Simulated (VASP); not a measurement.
Wanted: the native input for a VASP 6.6.1 run.

| Item | Value |
| --- | --- |
| Task | single point |
| Functional | PBE |
| Dispersion | D3(BJ) |
| Potentials or basis | VASP PAW PBE potentials, release 64 (As) |
| Cutoff | 400 eV |
| k mesh | 12 × 12 × 1 |
| Occupations | gaussian, width 0.03 eV |
| Spin | no spin polarisation |
| Dipole correction | yes |
| Further INCAR settings | ALGO = Normal; EDIFF = 1e-06; NBANDS = 12; NELMDL = -8 |

The structure of As lies in POSCAR:

```
As
1.0
    3.5708954754      0.0000000000      0.0000000000
   -1.7854477377      3.0924861959      0.0000000000
    0.0000000000      0.0000000000     26.6000000028
As
2
Direct
    0.3333333333      0.6666666667      0.2631908320
    0.6666666667      0.3333333333      0.3157565363
```

These files were run (other wordings do the same):

INCAR

```
ALGO     = Normal         # electronic algorithm
DIPOL    = 0.5 0.5 0.289
EDIFF    = 1E-6           # SCF threshold, eV
ENCUT    = 400            # plane-wave cutoff, eV
GGA      = PE             # functional
GGA_COMPAT= False        
IDIPOL   = 3            
ISIF     = 2              # what is computed and relaxed
ISMEAR   = 0              # smearing method
IVDW     = 12             # dispersion correction
LASPH    = True           # aspherical terms in the spheres
LCHARG   = False          # write CHGCAR
LDIPOL   = True         
LREAL    = False          # projectors in reciprocal space
LWAVE    = False          # write WAVECAR
NBANDS   = 12             # bands
NELM     = 120            # most SCF steps
NELMDL   = -8           
PREC     = Accurate       # precision mode
SIGMA    = 0.03           # smearing width, eV
```

KPOINTS

```
k-points
0
Gamma
  12 12 1
```

Potentials or basis: VASP PAW PBE potentials, release 64 (As).

Launch:

```bash
$ cat potpaw_PBE.64/As/POTCAR > POTCAR
$ mpirun -np 1 vasp_std > vasp.out
```

Results of the run:

- Largest force: 0.090 eV/Å
- Band gap on the k mesh: 1.55 eV (least direct gap 2.04 eV)
- Dispersion energy per atom: -0.212 eV

Run time: 63 s on 1 thread of Intel(R) Xeon(R) Platinum 8375C CPU @ 2.90GHz (Ice Lake), on a shared host, peak memory 0.3 GiB.
